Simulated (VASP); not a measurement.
Wanted: the native input for a VASP 6.6.1 run.

| Item | Value |
| --- | --- |
| Task | single point |
| Functional | PBE |
| Potentials or basis | VASP PAW PBE potentials, release 64 (Nd_3, Ag, O), 4f in core |
| Cutoff | 600 eV |
| k mesh | 6 × 6 × 4 |
| Occupations | gaussian, width 0.1 eV |
| Spin | collinear spin |
| Starting moments | [0.0, 1.0, 0.0, 0.0, 0.0, 0.0] μB |
| Dipole correction | no |
| Further INCAR settings | ALGO = Normal; EDIFF = 1e-06; NBANDS = 36 |

The structure of NdAgO4 lies in POSCAR:

```
NdAgO4
1.0
    3.7033918900      0.0000000000      0.0000000000
    0.0000000000      3.7033918900      0.0000000000
    0.0000000000      0.0000000000      5.3151938900
Nd Ag O
1 1 4
Direct
    0.0000000000      0.0000000000      0.0000000000
    0.5000000000      0.5000000000      0.5000000000
    0.5000000000      0.0000000000      0.7338745000
    0.0000000000      0.5000000000      0.2661255000
    0.5000000000      0.0000000000      0.2661255000
    0.0000000000      0.5000000000      0.7338745000
```

The cell was generated, and may not be a known phase.

These files were run (other wordings do the same):

INCAR

```
SYSTEM = NdAgO4
PREC     = Accurate       ! precision mode
ENCUT    = 600            ! plane-wave cutoff, eV
EDIFF    = 1E-6           ! SCF threshold, eV
ISMEAR   = 0              ! smearing method
SIGMA    = 0.1            ! smearing width, eV
LREAL    = .False.        ! projectors in reciprocal space
LASPH    = .True.         ! aspherical terms in the spheres
NELM     = 200            ! most SCF steps
ALGO     = Normal         ! electronic algorithm
ISIF     = 2              ! what is computed and relaxed
LWAVE    = .False.        ! write WAVECAR
LCHARG   = .True.         ! write CHGCAR
ISPIN    = 2              ! spin polarisation
MAGMOM   = 0 1 0 0 0 0    ! initial moments
LORBIT   = 11             ! projections on sites
LMAXMIX  = 6              ! l up to which the mixer works
GGA      = PE             ! functional
LELF     = .True.         ! ELF
LVHAR    = .True.       
NBANDS   = 36             ! bands
GGA_COMPAT= .False.
```

KPOINTS

```
Automatic mesh
0
Gamma
  6 6 4
  0 0 0
```

Potentials or basis: VASP PAW PBE potentials, release 64 (Nd_3, Ag, O), 4f in core.

The run is started by

```console
$ cat potpaw_PBE.64/Nd_3/POTCAR potpaw_PBE.64/Ag/POTCAR potpaw_PBE.64/O/POTCAR > POTCAR
$ mpirun -np 1 vasp_std > vasp.out
```

Results of the run:

```yaml
Pressure: 17.0 GPa
Largest_force: 0.754 eV/Å
Band_gap_on_the_k_mesh: zero (filled and empty bands overlap)
Net_moment: 0.00 μB per cell
Valence_electrons_inside_the_program's_atomic_spheres: Nd 9.02; Ag 9.57; O 4.91
```

Caveat: the magnetic or orbital state may not be the lowest; the cell stands under pressure; the moments typed at the start vanished in this run; spin-orbit coupling is left out, which moves the levels of the heavy elements; the 4f electrons are frozen in the core, so they carry no moment and show no levels.

Run time: 7.9 min on 1 thread of Intel(R) Xeon(R) Platinum 8259CL CPU @ 2.50GHz (Skylake/Cascade Lake), on a shared host, peak memory 0.32 GiB.
